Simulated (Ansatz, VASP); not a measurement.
# Y2Si2F: VASP beside Ansatz

File INCAR:

```
SYSTEM = Y2Si2F
  ALGO = Normal
  EDIFF = 1E-6
  EDIFFG = -0.04
  ENCUT = 600
  GGA = PE
  IBRION = 2
  ISIF = 3
  ISMEAR = 0
  LASPH = .TRUE.
  LCHARG = .FALSE.
  LREAL = .FALSE.
  LWAVE = .FALSE.
  NELM = 80
  NSW = 90
  PREC = Accurate
  SIGMA = 0.1
```

Contents of KPOINTS:

```
k-points
0
G
  6 6 6
  0 0 0
```

POSCAR

```
Y2Si2F
1.0
   -2.0844858900      2.0844858900      4.9490397500
    2.0844858900     -2.0844858900      4.9490397500
    2.0844858900      2.0844858900     -4.9490397500
Y Si F
2 2 1
Direct
    0.3709999900      0.3709999900      0.0000000000
    0.6290000100      0.6290000100      0.0000000000
    0.7500000000      0.2500000000      0.5000000000
    0.2500000000      0.7500000000      0.5000000000
    0.0000000000      0.0000000000      0.0000000000
```

Input for Ansatz:

```yaml
crystal:
  lattice:
    - [-2.08448589, 2.08448589, 4.94903975]
    - [2.08448589, -2.08448589, 4.94903975]
    - [2.08448589, 2.08448589, -4.94903975]
  atoms:
    - { symbol: "Y", position: [0.37099999, 0.37099999, 0.0] }
    - { symbol: "Y", position: [0.62900001, 0.62900001, 0.0] }
    - { symbol: Si, position: [0.75, 0.25, 0.5] }
    - { symbol: Si, position: [0.25, 0.75, 0.5] }
    - { symbol: F, position: [0.0, 0.0, 0.0] }
basis:
  ecutwfc: 420
kpoints:
  mp_grid: { grid: [6, 6, 6] }
hamiltonian:
  xc: pbe
scf:
  occupations: { method: gaussian, width: 0.1 }
  lower_state_search: "off"
output:
  forces: true
  stress: true
  eigenvalues: true
relax:
  adjacent_minimum: "off"
  f_tol: 0.04
  max_steps: 70
  cell: { stress_tol: 0.4 }
```

Change from the starting cell: species swapped into the CeSi2Ni2 type (I4/mmm, No. 139).

Alike in both runs: task relaxation of cell and atoms; functional PBE; k mesh 6 × 6 × 6; occupations gaussian, width 0.1 eV; no spin polarisation.

|  | VASP | Ansatz |
| --- | --- | --- |
| version | VASP 6.6.1 | Ansatz 0.2.0 |
| potentials or method | VASP PAW PBE potentials, release 64 (Y_sv, Si, F), cutoff 600 eV | scalar-relativistic, plane waves, PAW |
| valence electrons in the cell | 37 | 37 |

```csv
,VASP,Ansatz,Ansatz less VASP
"gap on the k mesh at the Fermi level, each at its own relaxed structure (eV)",none,none,-
relaxed volume (Å³/atom),19.59,20.21,+0.624
relaxed length of the cell vector where the two differ most in proportion (Å),7.849,8.389,+0.5400
```

A gap of «none» marks a metal or a gap that the smearing closes. One of these differences is far larger than is usual between the two programs; its cause wasn't traced.
